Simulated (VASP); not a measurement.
# Na (Pm-3m) in VASP: further runs

Na is run at these levels: PBE; tasks: single point, relaxation of cell and atoms.

Program: VASP 6.6.1. These are calculated values, not measurements. Logs are shortened: lines on timing, memory, paths and dates and some standing lists are left out, and cuts for length are marked.

### 1 The cell of the first run

It takes space group Pm-3m (No. 221, cubic). The conventional cell has a = 3.228 Å, b = 3.228 Å, c = 3.228 Å, α = 90.00°, β = 90.00°, γ = 90.00°. Within 4.2 Å of Na (site symmetry m-3m) lie 6 Na at 3.23 Å.

This isn't the form of Na at room conditions, which is bcc.

### 2 Single point, PBE

Contents of INCAR:

```
SYSTEM = Na
  PREC = Accurate
  ENCUT = 520
  EDIFF = 1E-7
  ISMEAR = -1
  SIGMA = 0.08
  LREAL = .FALSE.
  LASPH = .TRUE.
  NELM = 80
  ALGO = Normal
  ISIF = 2
  LWAVE = .FALSE.
  LCHARG = .FALSE.
  GGA = PE
  NBANDS = 10
```

Contents of KPOINTS:

```
Automatic mesh
0
G
  12 12 12
  0 0 0
```

Contents of POSCAR:

```
Na
1.0
    3.2277728924      0.0000000000      0.0000000000
    0.0000000000      3.2277728924      0.0000000000
    0.0000000000      0.0000000000      3.2277728924
Na
1
Direct
    0.0000000000      0.0000000000      0.0000000000
```

Potentials or basis: VASP PAW PBE potentials, release 64 (Na_pv).

Launch:

```console
cat potpaw_PBE.64/Na_pv/POTCAR > POTCAR
mpirun -np 1 vasp_std > vasp.out
```

OUTCAR:

```text
SYSTEM = Na
   PREC = Accurate
   ENCUT = 520
   EDIFF = 1E-7
   ISMEAR = -1
   LREAL = .FALSE.
   LASPH = .TRUE.
   NELM = 80
   ISIF = 2
   GGA = PE

 ion  position               nearest neighbor table
   1  0.000  0.000  0.000-

  LATTYP: Found a simple cubic cell.
 ALAT       =     3.2277728924

  Lattice vectors:

 A1 = (   3.2277728924,   0.0000000000,   0.0000000000)
 A2 = (   0.0000000000,   3.2277728924,   0.0000000000)
 A3 = (   0.0000000000,   0.0000000000,   3.2277728924)

Analysis of symmetry for initial positions (statically):
=====================================================================
 Subroutine PRICEL returns:
 Original cell was already a primitive cell.

 Routine SETGRP: Setting up the symmetry group for a
 simple cubic supercell.

 Subroutine GETGRP returns: Found 48 space group operations
 (whereof 48 operations were pure point group operations)
 out of a pool of 48 trial point group operations.

The static configuration has the point symmetry O_h .

Analysis of symmetry for dynamics (positions and initial velocities):
=====================================================================
 Subroutine PRICEL returns:
 Original cell was already a primitive cell.

 Routine SETGRP: Setting up the symmetry group for a
 simple cubic supercell.

 Subroutine GETGRP returns: Found 48 space group operations
 (whereof 48 operations were pure point group operations)
 out of a pool of 48 trial point group operations.

The dynamic configuration has the point symmetry O_h .

 Subroutine INISYM returns: Found 48 space group operations
 (whereof 48 operations are pure point group operations),
 and found     1 'primitive' translations

----------------------------------------------------------------------------------------

                                     Primitive cell

  volume of cell :      33.6286

  direct lattice vectors                    reciprocal lattice vectors
     3.227772892  0.000000000  0.000000000     0.309811140  0.000000000  0.000000000
     0.000000000  3.227772892  0.000000000     0.000000000  0.309811140  0.000000000
     0.000000000  0.000000000  3.227772892     0.000000000  0.000000000  0.309811140

  length of vectors
     3.227772892  3.227772892  3.227772892     0.309811140  0.309811140  0.309811140

  position of ions in fractional coordinates (direct lattice)
     0.000000000  0.000000000  0.000000000

  ion indices of the primitive-cell ions
   primitive index   ion index
[... 76 lines left out ...]
   NSW    =      0    number of steps for IOM
   IBRION =     -1    ionic relax: 0-MD 1-quasi-New 2-CG
   NFREE  =      0    steps in history (QN), initial steepest desc. (CG)
   ISIF   =      2    stress and relaxation
   ISYM   =      2    0-nonsym 1-usesym 2-fastsym
   POTIM  = 0.5000    time-step for ionic-motion
   TEBEG  =    0.0;   TEEND  =   0.0 temperature during run
   PSTRESS=    0.0 pullay stress
   NELECT =       7.0000    total number of electrons
   NUPDOWN=      -1.0000    fix difference up-down
   EMIN   =  10.00;   EMAX   =-10.00  energy-range for DOS
   EFERMI =   0.00;   METHOD = LEGACY
   ISMEAR =    -1;   SIGMA  =   0.08  broadening in eV -4-tet -1-fermi 0-gaus
   EFERMI_NEDOS =   21; number of points for ismear=-14 and -15
   IALGO  =     38    algorithm
   IMIX   =      4    mixing-type and parameters
     AMIX     =   0.40;   BMIX     =  1.00
     AMIX_MAG =   1.60;   BMIX_MAG =  1.00
  volume/ion in A,a.u.               =      33.63       226.94
  Fermi-wavevector in a.u.,A,eV,Ry     =   0.970222  1.833454 12.807587  0.941331
  Thomas-Fermi vector in A             =   2.100339
   LORBIT       =      0    0 simple, 1 ext, 2 COOP (PROOUT), +10 PAW based schemes
   GGA     = PE    functional components
   LHFCALC =     F    Hartree Fock is set to
   AEXX    =    0.0000 exact exchange contribution
   IVDW    =     0    specifies the selected vdW correction
   LEPSILON=     F    determine dielectric tensor
   LRPA    =     F    only Hartree local field effects (RPA)
 non-spin polarized calculation
  energy-cutoff  :      520.00
  volume of cell :       33.63
 maximum number of plane-waves:       931
   NGX = 13   NGY = 13   NGZ = 13

 number of electron       6.9999976 magnetization

 Free energy of the ion-electron system (eV)
  ---------------------------------------------------
  ext. energy  EPLUGINS =         0.00000000
  ---------------------------------------------------
  free energy    TOTEN  =        -1.17393446 eV

  energy without entropy =       -1.16340578  energy(sigma->0) =       -1.16867012

 E-fermi :   0.6572     XC(G=0):  -6.7551

 val. band max:        0.6198731866   @ k =   0.5000   0.0000   0.0000
 cond. band min:       0.6726896870   @ k =   0.4167   0.2500   0.0833
 fundamental gap:      0.0528165004
 Fermi energy:         0.6571954437

 k-point     1 :       0.0000    0.0000    0.0000
  band No.  band energies     occupation
      1     -24.3931      2.00000
      2     -24.3931      2.00000
      3     -24.3931      2.00000
      4      -2.8447      2.00000
      5       9.5860      0.00000
      6       9.5860      0.00000
      7      11.2811      0.00000
      8      11.2811      0.00000
      9      11.2811      0.00000
     10      14.5933      0.00000
[... 287 lines left out ...]
 k-point    24 :       0.4167    0.3333    0.0000
  band No.  band energies     occupation
      1     -24.4601      2.00000
      2     -24.4442      2.00000
      3     -24.3817      2.00000
      4       1.2511      0.00119
      5       3.5771      0.00000
      6       5.8998      0.00000
      7       8.2071      0.00000
      8      14.5369      0.00000
      9      15.5152      0.00000
     10      16.3791      0.00000

 [... further k-points ...]

------------------------ aborting loop because EDIFF is reached ----------------------------------------

  FORCE on cell =-STRESS in cart. coord.  units (eV):
  Direction    XX          YY          ZZ          XY          YZ          ZX
  --------------------------------------------------------------------------------------
  -------------------------------------------------------------------------------------
  Total        0.2961171      0.2961171      0.2961171      0.0000000     -0.0000000     -0.0000000
  in kB       14.1079928     14.1079928     14.1079928      0.0000000     -0.0000000     -0.0000000
  external PRESSURE =      14.1079928 kB  Pullay stress =       0.0000000 kB

 VOLUME and BASIS-vectors are now :
 -----------------------------------------------------------------------------
  energy-cutoff  :      520.00
  volume of cell :       33.63
      direct lattice vectors                 reciprocal lattice vectors
     3.227772892  0.000000000  0.000000000     0.309811140  0.000000000  0.000000000
     0.000000000  3.227772892  0.000000000     0.000000000  0.309811140  0.000000000
     0.000000000  0.000000000  3.227772892     0.000000000  0.000000000  0.309811140

 POSITION                                       TOTAL-FORCE (eV/Angst)
 -----------------------------------------------------------------------------------
      0.00000      0.00000      0.00000         0.000000      0.000000      0.000000
 -----------------------------------------------------------------------------------
    total drift:                                0.000000     -0.000000      0.000000

  FREE ENERGIE OF THE ION-ELECTRON SYSTEM (eV)
  ---------------------------------------------------
  free  energy   TOTEN  =        -1.1739344607 eV

  energy  without entropy=       -1.1634057775  energy(sigma->0) =       -1.16867012
```

It took 11 s on 1 thread of Intel Xeon 8259CL, shared host; peak memory 0.14 GiB.

Results:

| Item | Value |
| --- | --- |
| Free energy | -1.1739 eV |
| Pressure | 1.4 GPa |
| Band gap on the k mesh | zero (an odd number of electrons rules out a gap without spin polarisation) |

Levels at points of the mesh, in eV from the Fermi level:
| k point | band 1 | band 2 | band 3 | band 4 | band 5 | band 6 | band 7 | band 8 |
| --- | --- | --- | --- | --- | --- | --- | --- | --- |
| (0.00, 0.00, 0.00) | -25.05 | -25.05 | -25.05 | -3.50 | 8.93 | 8.93 | 10.62 | 10.62 |
| (0.50, 0.00, 0.00) | -25.13 | -25.04 | -25.04 | -0.04 | 0.31 | 11.48 | 13.00 | 13.00 |
| (0.50, 0.50, 0.00) | -25.12 | -25.12 | -25.04 | 3.27 | 3.31 | 3.31 | 4.68 | 15.59 |
| (0.50, 0.50, 0.50) | -25.11 | -25.11 | -25.11 | 6.25 | 6.25 | 6.25 | 6.76 | 6.76 |

### 3 Relaxation of cell and atoms, PBE, target pressure 1.4 GPa, at which the enthalpy is minimised

Contents of INCAR:

```
SYSTEM = Na
  ALGO = Normal
  EDIFF = 1E-6
  EDIFFG = -0.005
  ENCUT = 600
  GGA = PE
  IBRION = 2
  ISIF = 3
  ISMEAR = -1
  LASPH = .True.
  LCHARG = .False.
  LREAL = .False.
  LWAVE = .False.
  NELM = 100
  NSW = 32
  PREC = Accurate
  PSTRESS = 14.0
  SIGMA = 0.08
```

Contents of KPOINTS:

```
k-points
0
Gamma
  12 12 12
  0 0 0
```

POSCAR is that of step 2.

Potentials or basis: VASP PAW PBE potentials, release 64 (Na_pv).

Launch:

```console
cat potpaw_PBE.64/Na_pv/POTCAR > POTCAR
mpirun -np 1 vasp_std > vasp.out
```

Wall time 29 s (1 thread of Intel Xeon 8259CL, shared host); peak memory 0.16 GiB.

Results (log left out):

```
Free energy                                                : -1.1738 eV
Relaxed volume                                             : 33.61 Å³/atom
Relaxed cell                                               : a = 3.227 Å, b = 3.227 Å, c = 3.227 Å, α = 90.00°, β = 90.00°, γ = 90.00°
Space group after relaxing (to 0.1 Å)                      : Pm-3m (No. 221)
Energy change on relaxing (the run minimises the enthalpy) : +0.2 meV/atom
Ionic steps                                                : 3
Pressure after relaxing                                    : 1.4 GPa
Band gap on the k mesh                                     : zero (an odd number of electrons rules out a gap without spin polarisation)
```

The path:
| step | energy change (eV) | largest force (eV/Å) | pressure (GPa) | volume (Å³) |
| --- | --- | --- | --- | --- |
| 1 | 0.0000 | 0.0000 | 1.36 | 33.63 |
| 2 | 0.0004 | 0.0000 | 1.44 | 33.59 |
| 3 | 0.0002 | 0.0000 | 1.41 | 33.61 |

Final structure:
```yaml
crystal:
  lattice:
    - [3.22708, 0.00000, 0.00000]
    - [0.00000, 3.22708, 0.00000]
    - [0.00000, 0.00000, 3.22708]
  atoms:
    - { symbol: Na, position: [0.00000, 0.00000, 0.00000] }
```

Levels at points of the mesh, in eV from the Fermi level:
```tsv
k point	band 1	band 2	band 3	band 4	band 5	band 6	band 7
(0.00, 0.00, 0.00)	-25.05	-25.05	-25.05	-3.50	8.93	8.93	10.63
(0.50, 0.00, 0.00)	-25.13	-25.04	-25.04	-0.04	0.31	11.48	13.00
(0.50, 0.50, 0.00)	-25.12	-25.12	-25.04	3.27	3.32	3.32	4.68
(0.50, 0.50, 0.50)	-25.11	-25.11	-25.11	6.25	6.25	6.25	6.76
```

Caveat: the cell is relaxed towards a set pressure, so the run minimises the enthalpy, not the energy.
